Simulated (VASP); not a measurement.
Set up this calculation in VASP 6.6.1, as the native input.

- Task: single point
- Functional: PBE
- Potentials or basis: VASP PAW PBE potentials, release 64 (Zr_sv, C)
- Cutoff: 600 eV
- k mesh: 7 × 7 × 7
- Occupations: fermi-dirac, width 0.1 eV
- Spin: no spin polarisation
- Dipole correction: no
- Further INCAR settings: ALGO = Normal; EDIFF = 1e-06; NBANDS = 15

The structure of ZrC lies in POSCAR:

```
ZrC
1.0
    0.0000000000      2.3545121299      2.3545121299
    2.3545121299      0.0000000000      2.3545121299
    2.3545121299      2.3545121299      0.0000000000
Zr C
1 1
Direct
    0.0000000000      0.0000000000      0.0000000000
    0.5000000000      0.5000000000      0.5000000000
```

One way to write it, as run:

INCAR

```
PREC = Accurate
ENCUT = 600
EDIFF = 1E-6
ISMEAR = -1
SIGMA = 0.1
LREAL = False
LASPH = True
NELM = 120
ALGO = Normal
ISIF = 2
LWAVE = False
LCHARG = False
GGA = PE
NBANDS = 15
GGA_COMPAT = False
```

KPOINTS

```
Automatic mesh
0
Gamma
  7 7 7
```

Potentials or basis: VASP PAW PBE potentials, release 64 (Zr_sv, C).

Run with:

```sh
$ cat potpaw_PBE.64/Zr_sv/POTCAR potpaw_PBE.64/C/POTCAR > POTCAR
$ mpirun -np 1 vasp_std > vasp.out
```

Results of the run:

The pressure is 0.2 GPa and the band gap on the k mesh is zero (bands 8 and 9 overlap by 1.28 eV).

Wall time 15 s on 1 thread of Intel Xeon 8259CL, with other jobs on the host, peak memory 0.16 GiB.
